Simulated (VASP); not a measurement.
Set up this calculation in VASP 6.6.1, as the native input.

| Quantity | Value |
| --- | --- |
| Task | single point |
| Functional | LDA |
| Potentials or basis | VASP PAW LDA potentials, release 64 (Sn_d, Se) |
| Cutoff | 520 eV |
| k mesh | 10 × 10 × 10 |
| Occupations | gaussian, width 0.05 eV |
| Spin | no spin polarisation |
| Dipole correction | no |
| Further INCAR settings | ALGO = Normal; EDIFF = 1e-06; NBANDS = 17 |

The structure of SnSe lies in POSCAR:

```
SnSe
1.0
    0.0000000000      2.6998964496      3.5098653845
    2.6998964496      0.0000000000      3.5098653845
    2.6998964496      2.6998964496      0.0000000000
Sn Se
1 1
Direct
    0.0000000000      0.0000000000      0.0000000000
    0.5000000000      0.5000000000      0.5000000000
```

This cell differs from its parent crystal: ratio of the length along z to the lengths across it x 1.3, volume and fractional coordinates fixed.

One way to write it, as run:

INCAR

```
SYSTEM = SnSe
ALGO = Normal
EDIFF = 1E-6
ENCUT = 520
GGA = CA
ISIF = 2
ISMEAR = 0
LASPH = .True.
LCHARG = .False.
LREAL = .False.
LWAVE = .False.
NBANDS = 17
NELM = 60
PREC = Accurate
SIGMA = 0.05
```

KPOINTS

```
k-points
0
Gamma
  10 10 10
  0 0 0
```

Potentials or basis: VASP PAW LDA potentials, release 64 (Sn_d, Se).

Command:

```sh
$ cat potpaw_LDA.64/Sn_d/POTCAR potpaw_LDA.64/Se/POTCAR > POTCAR
$ mpirun -np 1 vasp_std > vasp.out
```

Results of the run:

```
Pressure               : 8.2 GPa
Band gap on the k mesh : zero (bands 10 and 11 overlap by 0.99 eV)
```

Caveat: the cell stands under pressure; spin-orbit coupling is left out, which moves the levels of the heavy elements.

It took 74 s on 1 thread of Intel Xeon 8259CL, on a shared host, peak memory 0.22 GiB.
